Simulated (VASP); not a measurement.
# Sb (P-1) in VASP: single point with PBEsol

Aim: the single point of Sb with PBEsol.

All numbers are computed with VASP 6.6.1; they aren't measurements. Logs are shortened: lines on timing, memory, paths and dates and some standing lists are left out, and cuts for length are marked.

## (1) The cell of the first run

The typed cell holds 2 atoms: a = 3.369 Å, b = 3.369 Å, c = 5.330 Å, α = 90.00°, β = 90.00°, γ = 120.00°.

## (2) Single point, PBEsol (atom 1 (Sb) moved by (-0.100, -0.200) A along x and z)

INCAR reads:

```
PREC = Accurate
ENCUT = 520
EDIFF = 1E-6
ISMEAR = 0
SIGMA = 0.15
LREAL = F
LASPH = T
NELM = 60
ALGO = Normal
ISIF = 2
LWAVE = F
LCHARG = T
GGA = PS
LELF = T
LVHAR = T
NBANDS = 12
```

KPOINTS reads:

```
Automatic mesh
0
Gamma
  18 18 10
```

POSCAR reads:

```
Sb
1.0
    3.3690001795      0.0000000000      0.0000000000
   -1.6845000898      2.9176397408      0.0000000000
    0.0000000000      0.0000000000      5.3300000000
Sb
2
Direct
    0.3036509366      0.6666666667      0.2124765478
    0.6666666667      0.3333333333      0.7500000000
```

Potentials or basis: VASP PAW PBE potentials, release 64 (Sb).

Launch:

```
> cat potpaw_PBE.64/Sb/POTCAR > POTCAR
> mpirun -np 1 vasp_std > vasp.out
```

OUTCAR:

```text
PREC = Accurate
   ENCUT = 520
   EDIFF = 1E-6
   ISMEAR = 0
   LREAL = F
   LASPH = T
   NELM = 60
   ISIF = 2
   GGA = PS

 ion  position               nearest neighbor table
   1  0.304  0.667  0.212-   2 3.09   2 3.14   2 3.19   2 3.42   2 3.46   2 3.51
   2  0.667  0.333  0.750-   1 3.09   1 3.14   1 3.19   1 3.42   1 3.46   1 3.51

  LATTYP: Found a hexagonal cell.
 ALAT       =     3.3690001795
 C/A-ratio  =     1.5820717471

  Lattice vectors:

 A1 = (   3.3690001795,   0.0000000000,   0.0000000000)
 A2 = (  -1.6845000898,   2.9176397408,   0.0000000000)
 A3 = (   0.0000000000,   0.0000000000,   5.3300000000)

Analysis of symmetry for initial positions (statically):
=====================================================================
 Subroutine PRICEL returns:
 Original cell was already a primitive cell.

 Routine SETGRP: Setting up the symmetry group for a
 hexagonal supercell.

 Subroutine GETGRP returns: Found  2 space group operations
 (whereof  1 operations were pure point group operations)
 out of a pool of 24 trial point group operations.

The static configuration has the point symmetry C_1 .
 The point group associated with its full space group is S_2 .

Analysis of symmetry for dynamics (positions and initial velocities):
=====================================================================
 Subroutine PRICEL returns:
 Original cell was already a primitive cell.

 Routine SETGRP: Setting up the symmetry group for a
 hexagonal supercell.

 Subroutine GETGRP returns: Found  2 space group operations
 (whereof  1 operations were pure point group operations)
 out of a pool of 24 trial point group operations.

The dynamic configuration has the point symmetry C_1 .
 The point group associated with its full space group is S_2 .

 Subroutine INISYM returns: Found  2 space group operations
 (whereof  1 operations are pure point group operations),
 and found     1 'primitive' translations

----------------------------------------------------------------------------------------

                                     Primitive cell

  volume of cell :      52.3914

  direct lattice vectors                    reciprocal lattice vectors
     3.369000179  0.000000000  0.000000000     0.296823968  0.171371398  0.000000000
    -1.684500090  2.917639741  0.000000000     0.000000000  0.342742795  0.000000000
     0.000000000  0.000000000  5.330000000     0.000000000  0.000000000  0.187617261

  length of vectors
     3.369000179  3.369000180  5.330000000     0.342742795  0.342742795  0.187617261

  position of ions in fractional coordinates (direct lattice)
     0.303650937  0.666666667  0.212476548
     0.666666667  0.333333333  0.750000000

  ion indices of the primitive-cell ions
   primitive index   ion index
                 1           1
                 2           2

----------------------------------------------------------------------------------------

 KPOINTS: Automatic mesh

Automatic generation of k-mesh.
 Grid dimensions read from file:
 generate k-points for:   18   18   10

 Generating k-lattice:

  Cartesian coordinates                     Fractional coordinates (reciprocal lattice)
     0.016490220  0.009520633  0.000000000     0.055555556 -0.000000000  0.000000000
     0.000000000  0.019041266  0.000000000     0.000000000  0.055555556  0.000000000
     0.000000000  0.000000000  0.018761726     0.000000000  0.000000000  0.100000000

  Length of vectors
     0.019041266  0.019041266  0.018761726

  Shift w.r.t. Gamma in fractional coordinates (k-lattice)
     0.000000000  0.000000000  0.000000000

 Subroutine IBZKPT returns following result:
 ===========================================

 Found   1624 irreducible k-points:

 Following reciprocal coordinates:
            Coordinates               Weight
  0.000000  0.000000  0.000000      1.000000
  0.055556  0.000000  0.000000      2.000000
  0.000000  0.055556  0.000000      2.000000
 -0.055556  0.055556  0.000000      2.000000
  0.111111  0.000000  0.000000      2.000000
  0.000000  0.111111  0.000000      2.000000
[... 16 lines left out ...]
  0.444444 -0.000000  0.000000      2.000000
  0.000000  0.444444  0.000000      2.000000
 [... further k-points ...]
   k-points           NKPTS =   1624   k-points in BZ     NKDIM =   1624   number of bands    NBANDS=     12
   number of dos      NEDOS =    301   number of ions     NIONS =      2
   total plane-waves  NPLWV =  31360
   dimension x,y,z NGX =    28 NGY =   28 NGZ =   40
   dimension x,y,z NGXF=    56 NGYF=   56 NGZF=   80
   ions per type =               2
   NGX,Y,Z   is equivalent  to a cutoff of  13.82, 13.82, 12.48 a.u.
   NGXF,Y,Z  is equivalent  to a cutoff of  27.63, 27.63, 24.95 a.u.
 SYSTEM =  unknown system
   PREC   = accura    normal or accurate (medium, high low for compatibility)
   ISTART =      0    job   : 0-new  1-cont  2-samecut
   ICHARG =      2    charge: 1-file 2-atom 10-const
   ISPIN  =      1    spin polarized calculation?
   LNONCOLLINEAR =      F non collinear calculations
   LSORBIT =      F    spin-orbit coupling
   LASPH  =      T    aspherical Exc in radial PAW
   ENCUT  =  520.0 eV  38.22 Ry    6.18 a.u.   6.26  6.26  9.91*2*pi/ulx,y,z
   NELM   =     60;   NELMIN=  2; NELMDL= -5     # of ELM steps
   EDIFF  = 0.1E-05   stopping-criterion for ELM
   LREAL  =      F    real-space projection
   EDIFFG = 0.1E-04   stopping-criterion for IOM
   NSW    =      0    number of steps for IOM
   IBRION =     -1    ionic relax: 0-MD 1-quasi-New 2-CG
   NFREE  =      0    steps in history (QN), initial steepest desc. (CG)
   ISIF   =      2    stress and relaxation
   ISYM   =      2    0-nonsym 1-usesym 2-fastsym
   POTIM  = 0.5000    time-step for ionic-motion
   TEBEG  =    0.0;   TEEND  =   0.0 temperature during run
   PSTRESS=    0.0 pullay stress
   NELECT =      10.0000    total number of electrons
   NUPDOWN=      -1.0000    fix difference up-down
   EMIN   =  10.00;   EMAX   =-10.00  energy-range for DOS
   EFERMI =   0.00;   METHOD = LEGACY
   ISMEAR =     0;   SIGMA  =   0.15  broadening in eV -4-tet -1-fermi 0-gaus
   EFERMI_NEDOS =   21; number of points for ismear=-14 and -15
   IALGO  =     38    algorithm
   IMIX   =      4    mixing-type and parameters
     AMIX     =   0.40;   BMIX     =  1.00
     AMIX_MAG =   1.60;   BMIX_MAG =  1.00
  volume/ion in A,a.u.               =      26.20       176.78
  Fermi-wavevector in a.u.,A,eV,Ry     =   0.942587  1.781231 12.088376  0.888471
  Thomas-Fermi vector in A             =   2.070211
   LORBIT       =      0    0 simple, 1 ext, 2 COOP (PROOUT), +10 PAW based schemes
   GGA     = PS    functional components
   LHFCALC =     F    Hartree Fock is set to
   AEXX    =    0.0000 exact exchange contribution
   IVDW    =     0    specifies the selected vdW correction
   LEPSILON=     F    determine dielectric tensor
   LRPA    =     F    only Hartree local field effects (RPA)
 non-spin polarized calculation
 Gauss-broadening in eV      SIGMA  =   0.15
  energy-cutoff  :      520.00
  volume of cell :       52.39
 maximum number of plane-waves:      1448
 NGX is ok and might be reduce to    28
   NGX = 13   NGY = 13   NGZ = 19

 number of electron      10.0000000 magnetization

 Free energy of the ion-electron system (eV)
  ---------------------------------------------------
  ext. energy  EPLUGINS =         0.00000000
  ---------------------------------------------------
  free energy    TOTEN  =        -8.64984935 eV

  energy without entropy =       -8.63384466  energy(sigma->0) =       -8.64184701

 E-fermi :   8.7408     XC(G=0): -10.4345

 val. band max:        8.7405766653   @ k =   0.1667  -0.1667   0.1000
 cond. band min:       8.7416676213   @ k =   0.1111   0.2778  -0.1000
 fundamental gap:      0.0010909559
 Fermi energy:         8.7408488122

 k-point     1 :       0.0000    0.0000    0.0000
  band No.  band energies     occupation
      1      -4.5309      2.00000
      2      -0.1474      2.00000
      3       2.8569      2.00000
      4      11.8402      0.00000
      5      12.1552      0.00000
      6      13.6426      0.00000
      7      14.0520      0.00000
      8      14.8816      0.00000
      9      16.1361      0.00000
     10      17.4988      0.00000
     11      18.4705      0.00000
     12      18.8264      0.00000

 k-point     2 :       0.0556    0.0000    0.0000
  band No.  band energies     occupation
      1      -4.4761      2.00000
      2      -0.1011      2.00000
      3       2.9143      2.00000
      4      11.2702      0.00000
      5      11.8806      0.00000
      6      13.6229      0.00000
      7      13.8775      0.00000
      8      14.8157      0.00000
      9      16.5259      0.00000
     10      17.2191      0.00000
     11      18.7203      0.00000
     12      18.7977      0.00000

 k-point     3 :       0.0000    0.0556    0.0000
  band No.  band energies     occupation
      1      -4.4763      2.00000
      2      -0.1007      2.00000
      3       2.9137      2.00000
      4      11.3295      0.00000
      5      11.8207      0.00000
      6      13.4736      0.00000
      7      14.0410      0.00000
      8      14.8201      0.00000
      9      16.4656      0.00000
     10      17.3295      0.00000
     11      18.6226      0.00000
     12      18.8352      0.00000
[... 286 lines left out ...]
 k-point    23 :       0.4444   -0.0000    0.0000
  band No.  band energies     occupation
      1      -1.2427      2.00000
      2       0.6723      2.00000
      3       4.3939      2.00000
      4       5.9589      2.00000
      5       6.5354      2.00000
      6       8.8061      0.53860
      7       8.8495      0.30579
      8      12.5450      0.00000
      9      13.0429      0.00000
     10      16.5619      0.00000
     11      17.5340      0.00000
     12      17.8833      0.00000

 k-point    24 :       0.0000    0.4444    0.0000
  band No.  band energies     occupation
      1      -1.3117      2.00000
      2       0.8061      2.00000
      3       4.3007      2.00000
      4       5.9097      2.00000
      5       6.4986      2.00000
      6       8.8479      0.31273
      7       9.0344      0.00564
      8      12.3826      0.00000
      9      13.2012      0.00000
     10      16.4061      0.00000
     11      17.5077      0.00000
     12      17.8701      0.00000

 [... further k-points ...]
[... 5 lines left out ...]
  --------------------------------------------------------------------------------------
  -------------------------------------------------------------------------------------
  Total        0.2306110      0.2447628      0.4342737      0.1100668      0.0054168      0.0273930
  in kB        7.0522986      7.4850744     13.2804923      3.3659457      0.1656521      0.8377036
  external PRESSURE =       9.2726218 kB  Pullay stress =       0.0000000 kB

 VOLUME and BASIS-vectors are now :
 -----------------------------------------------------------------------------
  energy-cutoff  :      520.00
  volume of cell :       52.39
      direct lattice vectors                 reciprocal lattice vectors
     3.369000179  0.000000000  0.000000000     0.296823968  0.171371398  0.000000000
    -1.684500090  2.917639741  0.000000000     0.000000000  0.342742795  0.000000000
     0.000000000  0.000000000  5.330000000     0.000000000  0.000000000  0.187617261

 POSITION                                       TOTAL-FORCE (eV/Angst)
 -----------------------------------------------------------------------------------
     -0.10000      1.94509      1.13250         0.001801     -0.002163      0.288519
      1.68450      0.97255      3.99750        -0.001801      0.002163     -0.288519
 -----------------------------------------------------------------------------------
    total drift:                               -0.000000      0.000000      0.000000

  FREE ENERGIE OF THE ION-ELECTRON SYSTEM (eV)
  ---------------------------------------------------
  free  energy   TOTEN  =        -8.6498493540 eV

  energy  without entropy=       -8.6338446618  energy(sigma->0) =       -8.64184701
```

It took 10 min on 1 thread of Intel Xeon 6975P-C, shared host; peak memory 0.91 GiB.

Results:

| Quantity | Value |
| --- | --- |
| Free energy | -8.6498 eV |
| Pressure | 0.9 GPa |
| Largest force | 0.289 eV/Å |
| Band gap on the k mesh | zero (band 5 reaches 12.52 eV, above the bottom of band 6 at 5.87 eV) |

Forces on the atoms (eV/Å):
```
Sb   0.002 -0.002  0.289
Sb  -0.002  0.002 -0.289
```

Stress tensor (GPa, compression positive):
```
0.71 0.34 0.08
0.34 0.75 0.02
0.08 0.02 1.33
```

Caveat: the cell differs from its parent crystal (atom 1 (Sb) moved by (-0.100, -0.200) A along x and z); the PAW data sets were made with another functional, which shifts forces and pressure a little; spin-orbit coupling is left out, which moves the levels of the heavy elements.
